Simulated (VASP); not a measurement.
# LiCl (F-43m) in VASP: notebook

Runs on LiCl. Level: PBE. Tasks: single point.

All numbers are computed with VASP 6.6.1; they aren't measurements. Logs are shortened: lines on timing, memory, paths and dates and some standing lists are left out, and cuts for length are marked.

### 1 The cell of the first run

Symmetry: F-43m, No. 216, cubic system. The conventional cell has a = 5.466 Å, b = 5.466 Å, c = 5.466 Å, α = 90.00°, β = 90.00°, γ = 90.00°. Li (site symmetry -43m) has 4 Cl at 2.37 Å within 3.1 Å. Cl (site symmetry -43m) has 4 Li at 2.37 Å within 3.1 Å.

### 2 Single point, PBE

INCAR reads:

```
SYSTEM = LiCl
  ALGO = Normal
  EDIFF = 1E-6
  ENCUT = 520
  GGA = PE
  ISIF = 2
  ISMEAR = 0
  LASPH = .True.
  LCHARG = .False.
  LREAL = .False.
  LWAVE = .False.
  NBANDS = 12
  NELM = 60
  PREC = Accurate
  SIGMA = 0.01
```

KPOINTS reads:

```
k-points
0
Gamma
  6 6 6
  0 0 0
```

POSCAR reads:

```
LiCl
1.0
    0.0000000000      2.7330425290      2.7330425290
    2.7330425290      0.0000000000      2.7330425290
    2.7330425290      2.7330425290      0.0000000000
Li Cl
1 1
Direct
    0.0000000000      0.0000000000      0.0000000000
    0.2500000000      0.2500000000      0.2500000000
```

Potentials or basis: VASP PAW PBE potentials, release 64 (Li_sv, Cl).

The run is started by

```
$ cat potpaw_PBE.64/Li_sv/POTCAR potpaw_PBE.64/Cl/POTCAR > POTCAR
$ mpirun -np 1 vasp_std > vasp.out
```

OUTCAR:

```text
SYSTEM = LiCl
   EDIFF = 1E-6
   ENCUT = 520
   GGA = PE
   ISIF = 2
   ISMEAR = 0
   LASPH = .True.
   LREAL = .False.
   NELM = 60
   PREC = Accurate

 ion  position               nearest neighbor table
   1  0.000  0.000  0.000-   2 2.37   2 2.37   2 2.37   2 2.37
   2  0.250  0.250  0.250-   1 2.37   1 2.37   1 2.37   1 2.37

  LATTYP: Found a face centered cubic cell.
 ALAT       =     5.4660850580

  Lattice vectors:

 A1 = (   0.0000000000,   2.7330425290,   2.7330425290)
 A2 = (   2.7330425290,   0.0000000000,   2.7330425290)
 A3 = (   2.7330425290,   2.7330425290,   0.0000000000)

Analysis of symmetry for initial positions (statically):
=====================================================================
 Subroutine PRICEL returns:
 Original cell was already a primitive cell.

 Routine SETGRP: Setting up the symmetry group for a
 face centered cubic supercell.

 Subroutine GETGRP returns: Found 24 space group operations
 (whereof 24 operations were pure point group operations)
 out of a pool of 48 trial point group operations.

The static configuration has the point symmetry T_d .

Analysis of symmetry for dynamics (positions and initial velocities):
=====================================================================
 Subroutine PRICEL returns:
 Original cell was already a primitive cell.

 Routine SETGRP: Setting up the symmetry group for a
 face centered cubic supercell.

 Subroutine GETGRP returns: Found 24 space group operations
 (whereof 24 operations were pure point group operations)
 out of a pool of 48 trial point group operations.

The dynamic configuration has the point symmetry T_d .

 Subroutine INISYM returns: Found 24 space group operations
 (whereof 24 operations are pure point group operations),
 and found     1 'primitive' translations

----------------------------------------------------------------------------------------

                                     Primitive cell

  volume of cell :      40.8290

  direct lattice vectors                    reciprocal lattice vectors
     0.000000000  2.733042529  2.733042529    -0.182946293  0.182946293  0.182946293
     2.733042529  0.000000000  2.733042529     0.182946293 -0.182946293  0.182946293
     2.733042529  2.733042529  0.000000000     0.182946293  0.182946293 -0.182946293

  length of vectors
     3.865105811  3.865105811  3.865105811     0.316872275  0.316872275  0.316872275

  position of ions in fractional coordinates (direct lattice)
     0.000000000  0.000000000  0.000000000
[... 79 lines left out ...]
   PSTRESS=    0.0 pullay stress
   NELECT =      10.0000    total number of electrons
   NUPDOWN=      -1.0000    fix difference up-down
   EMIN   =  10.00;   EMAX   =-10.00  energy-range for DOS
   EFERMI =   0.00;   METHOD = LEGACY
   ISMEAR =     0;   SIGMA  =   0.01  broadening in eV -4-tet -1-fermi 0-gaus
   EFERMI_NEDOS =   21; number of points for ismear=-14 and -15
   IALGO  =     38    algorithm
   IMIX   =      4    mixing-type and parameters
     AMIX     =   0.40;   BMIX     =  1.00
     AMIX_MAG =   1.60;   BMIX_MAG =  1.00
  volume/ion in A,a.u.               =      20.41       137.76
  Fermi-wavevector in a.u.,A,eV,Ry     =   1.024279  1.935607 14.274529  1.049148
  Thomas-Fermi vector in A             =   2.158058
   LORBIT       =      0    0 simple, 1 ext, 2 COOP (PROOUT), +10 PAW based schemes
   GGA     = PE    functional components
   LHFCALC =     F    Hartree Fock is set to
   AEXX    =    0.0000 exact exchange contribution
   IVDW    =     0    specifies the selected vdW correction
   LEPSILON=     F    determine dielectric tensor
   LRPA    =     F    only Hartree local field effects (RPA)
 non-spin polarized calculation
 Gauss-broadening in eV      SIGMA  =   0.01
  energy-cutoff  :      520.00
  volume of cell :       40.83
 maximum number of plane-waves:      1113
 NGX is ok and might be reduce to    30
   NGX = 15   NGY = 15   NGZ = 15

 number of electron      10.0000001 magnetization

 Free energy of the ion-electron system (eV)
  ---------------------------------------------------
  ext. energy  EPLUGINS =         0.00000000
  ---------------------------------------------------
  free energy    TOTEN  =        -7.42513908 eV

  energy without entropy =       -7.42513908  energy(sigma->0) =       -7.42513908

 E-fermi :  -1.0444     XC(G=0):  -7.7281

 val. band max:       -1.1403055518   @ k =   0.0000   0.0000   0.0000
 cond. band min:       4.9149811126   @ k =   0.0000   0.0000   0.0000
 fundamental gap:      6.0552866643
 Fermi energy:        -1.0444321602

 k-point     1 :       0.0000    0.0000    0.0000
  band No.  band energies     occupation
      1     -43.9810      2.00000
      2     -13.8747      2.00000
      3      -1.1403      2.00000
      4      -1.1403      2.00000
      5      -1.1403      2.00000
      6       4.9150      0.00000
      7       9.0388      0.00000
      8       9.0389      0.00000
      9       9.0389      0.00000
     10      13.3970      0.00000
     11      13.3970      0.00000
     12      16.5816      0.00000
[... 211 lines left out ...]
 k-point    16 :      -0.3333    0.5000    0.1667
  band No.  band energies     occupation
      1     -43.9790      2.00000
      2     -13.4841      2.00000
      3      -2.6406      2.00000
      4      -2.1711      2.00000
      5      -2.0919      2.00000
      6       6.4835      0.00000
      7       9.2148      0.00000
      8      10.5160      0.00000
      9      11.3092      0.00000
     10      12.9662      0.00000
     11      15.2512      0.00000
     12      16.0014      0.00000

------------------------ aborting loop because EDIFF is reached ----------------------------------------

  FORCE on cell =-STRESS in cart. coord.  units (eV):
  Direction    XX          YY          ZZ          XY          YZ          ZX
  --------------------------------------------------------------------------------------
  -------------------------------------------------------------------------------------
  Total        0.1565131      0.1565131      0.1565131      0.0000000      0.0000000      0.0000000
  in kB        6.1417499      6.1417499      6.1417499      0.0000000      0.0000000      0.0000000
  external PRESSURE =       6.1417499 kB  Pullay stress =       0.0000000 kB

 VOLUME and BASIS-vectors are now :
 -----------------------------------------------------------------------------
  energy-cutoff  :      520.00
  volume of cell :       40.83
      direct lattice vectors                 reciprocal lattice vectors
     0.000000000  2.733042529  2.733042529    -0.182946293  0.182946293  0.182946293
     2.733042529  0.000000000  2.733042529     0.182946293 -0.182946293  0.182946293
     2.733042529  2.733042529  0.000000000     0.182946293  0.182946293 -0.182946293

 POSITION                                       TOTAL-FORCE (eV/Angst)
 -----------------------------------------------------------------------------------
      0.00000      0.00000      0.00000         0.000000      0.000000      0.000000
      1.36652      1.36652      1.36652        -0.000000     -0.000000     -0.000000
 -----------------------------------------------------------------------------------
    total drift:                                0.000000      0.000000      0.000000

  FREE ENERGIE OF THE ION-ELECTRON SYSTEM (eV)
  ---------------------------------------------------
  free  energy   TOTEN  =        -7.4251390790 eV

  energy  without entropy=       -7.4251390790  energy(sigma->0) =       -7.42513908
```

Run time: 9 s. Hardware: 1 thread of Intel Xeon Platinum 8259CL at 2.50GHz (Skylake/Cascade Lake), shared host; peak memory 0.15 GiB.

What came out:

```yaml
Free_energy: -7.4251 eV
Band_gap_on_the_k_mesh: 6.06 eV, direct
```

Caveat: the cutoff is under 1.25 times the usual one of these potentials, so pressure, stress and relaxed cells hold a basis-set (Pulay) error.

### 3 Single point, PBE

INCAR reads:

```
ALGO = Normal
EDIFF = 1E-6
ENCUT = 520
GGA = PE
ISIF = 2
ISMEAR = 0
LASPH = T
LCHARG = F
LREAL = F
LWAVE = F
NBANDS = 12
NELM = 100
PREC = Accurate
SIGMA = 0.01
```

KPOINTS reads:

```
k-points
0
Gamma
  6 6 6
```

POSCAR is that of step 2.

Potentials or basis: VASP PAW PBE potentials, release 64 (Li_sv, Cl).

The run is started by

```
$ cat potpaw_PBE.64/Li_sv/POTCAR potpaw_PBE.64/Cl/POTCAR > POTCAR
$ mpirun -np 1 vasp_std > vasp.out
```

OUTCAR:

```text
EDIFF = 1E-6
   ENCUT = 520
   GGA = PE
   ISIF = 2
   ISMEAR = 0
   LASPH = T
   LREAL = F
   NELM = 100
   PREC = Accurate

 ion  position               nearest neighbor table
   1  0.000  0.000  0.000-   2 2.37   2 2.37   2 2.37   2 2.37
   2  0.250  0.250  0.250-   1 2.37   1 2.37   1 2.37   1 2.37

  LATTYP: Found a face centered cubic cell.
 ALAT       =     5.4660850580

  Lattice vectors:

 A1 = (   0.0000000000,   2.7330425290,   2.7330425290)
[... 416 lines left out ...]
------------------------ aborting loop because EDIFF is reached ----------------------------------------

  FORCE on cell =-STRESS in cart. coord.  units (eV):
  Direction    XX          YY          ZZ          XY          YZ          ZX
  --------------------------------------------------------------------------------------
  -------------------------------------------------------------------------------------
  Total        0.1565131      0.1565131      0.1565131      0.0000000      0.0000000      0.0000000
  in kB        6.1417499      6.1417499      6.1417499      0.0000000      0.0000000      0.0000000
  external PRESSURE =       6.1417499 kB  Pullay stress =       0.0000000 kB

 VOLUME and BASIS-vectors are now :
 -----------------------------------------------------------------------------
  energy-cutoff  :      520.00
  volume of cell :       40.83
      direct lattice vectors                 reciprocal lattice vectors
     0.000000000  2.733042529  2.733042529    -0.182946293  0.182946293  0.182946293
     2.733042529  0.000000000  2.733042529     0.182946293 -0.182946293  0.182946293
     2.733042529  2.733042529  0.000000000     0.182946293  0.182946293 -0.182946293

 POSITION                                       TOTAL-FORCE (eV/Angst)
 -----------------------------------------------------------------------------------
      0.00000      0.00000      0.00000         0.000000      0.000000      0.000000
      1.36652      1.36652      1.36652        -0.000000     -0.000000     -0.000000
 -----------------------------------------------------------------------------------
    total drift:                                0.000000      0.000000      0.000000

  FREE ENERGIE OF THE ION-ELECTRON SYSTEM (eV)
  ---------------------------------------------------
  free  energy   TOTEN  =        -7.4251390790 eV

  energy  without entropy=       -7.4251390790  energy(sigma->0) =       -7.42513908
```

OSZICAR:

```text
N       E                     dE             d eps       ncg     rms          rms(c)
DAV:   1     0.428545363876E+02    0.42855E+02   -0.38191E+03   384   0.736E+02
DAV:   2    -0.466140938372E+01   -0.47516E+02   -0.45800E+02   476   0.141E+02
DAV:   3    -0.745232007281E+01   -0.27909E+01   -0.27825E+01   480   0.364E+01
DAV:   4    -0.753745128313E+01   -0.85131E-01   -0.85113E-01   596   0.627E+00
DAV:   5    -0.753799486285E+01   -0.54358E-03   -0.54358E-03   496   0.532E-01    0.232E+00
DAV:   6    -0.741046899265E+01    0.12753E+00   -0.28231E-01   424   0.226E+00    0.172E+00
DAV:   7    -0.741329405643E+01   -0.28251E-02   -0.78642E-02   480   0.134E+00    0.102E+00
DAV:   8    -0.742465903239E+01   -0.11365E-01   -0.14270E-02   452   0.727E-01    0.193E-01
DAV:   9    -0.742473090394E+01   -0.71872E-04   -0.24927E-04   524   0.108E-01    0.995E-02
DAV:  10    -0.742513736142E+01   -0.40646E-03   -0.62797E-04   452   0.137E-01    0.441E-02
DAV:  11    -0.742513606010E+01    0.13013E-05   -0.14424E-05   568   0.235E-02    0.717E-03
DAV:  12    -0.742513860643E+01   -0.25463E-05   -0.23151E-06   460   0.952E-03    0.213E-03
DAV:  13    -0.742513907898E+01   -0.47255E-06   -0.55616E-07   512   0.436E-03
   1 F= -.74251391E+01 E0= -.74251391E+01  d E =-.943864E-44
```

It took 8.9 s on 1 thread of Intel Xeon Platinum 8259CL at 2.50GHz (Skylake/Cascade Lake), shared host; peak memory 0.16 GiB.

What came out:

```yaml
Free_energy: -7.4251 eV
Band_gap_on_the_k_mesh: 6.06 eV, direct
```

Caveat: the cutoff is under 1.25 times the usual one of these potentials, so pressure, stress and relaxed cells hold a basis-set (Pulay) error.

### 4 Single point, PBE

INCAR reads:

```
SYSTEM = LiCl
ALGO     = Normal         ! electronic algorithm
EDIFF    = 1E-7           ! SCF threshold, eV
ENCUT    = 520            ! plane-wave cutoff, eV
GGA      = PE             ! functional
ISIF     = 2              ! what is computed and relaxed
ISMEAR   = 0              ! smearing method
LASPH    = .True.         ! aspherical terms in the spheres
LCHARG   = .False.        ! write CHGCAR
LREAL    = .False.        ! projectors in reciprocal space
LWAVE    = .False.        ! write WAVECAR
NBANDS   = 12             ! bands
NELM     = 60             ! most SCF steps
PREC     = Accurate       ! precision mode
SIGMA    = 0.01           ! smearing width, eV
```

KPOINTS reads:

```
k-points
0
Gamma
  8 8 8
  0 0 0
```

POSCAR is that of step 3.

The run is started by

```
$ cat potpaw_PBE.64/Li_sv/POTCAR potpaw_PBE.64/Cl/POTCAR > POTCAR
$ mpirun -np 1 vasp_std > vasp.out
```

It took 16 s on 1 thread of Intel Xeon Platinum 8259CL at 2.50GHz (Skylake/Cascade Lake), shared host; peak memory 0.16 GiB.

Results (log left out):

| Property | Result |
| --- | --- |
| Free energy | -7.4252 eV |
| Band gap on the k mesh | 6.06 eV, direct |

Levels at points of the mesh, in eV from the valence-band top:
```
           k point  band 1  band 2  band 3  band 4  band 5  band 6  band 7  band 8  band 9  band 10
(0.00, 0.00, 0.00)  -42.84  -12.73    0.00    0.00    0.00    6.06   10.18   10.18   10.18    14.54
(0.50, 0.00, 0.00)  -42.84  -12.44   -2.03   -0.29   -0.29    8.39   10.35   10.35   10.76    16.16
(0.50, 0.50, 0.00)  -42.84  -12.35   -1.65   -0.84   -0.84    6.64    9.66   13.51   13.95    13.95
```

Caveat: the cutoff is under 1.25 times the usual one of these potentials, so pressure, stress and relaxed cells hold a basis-set (Pulay) error. A hybrid or GW would open this gap; PBE tends to underestimate it.
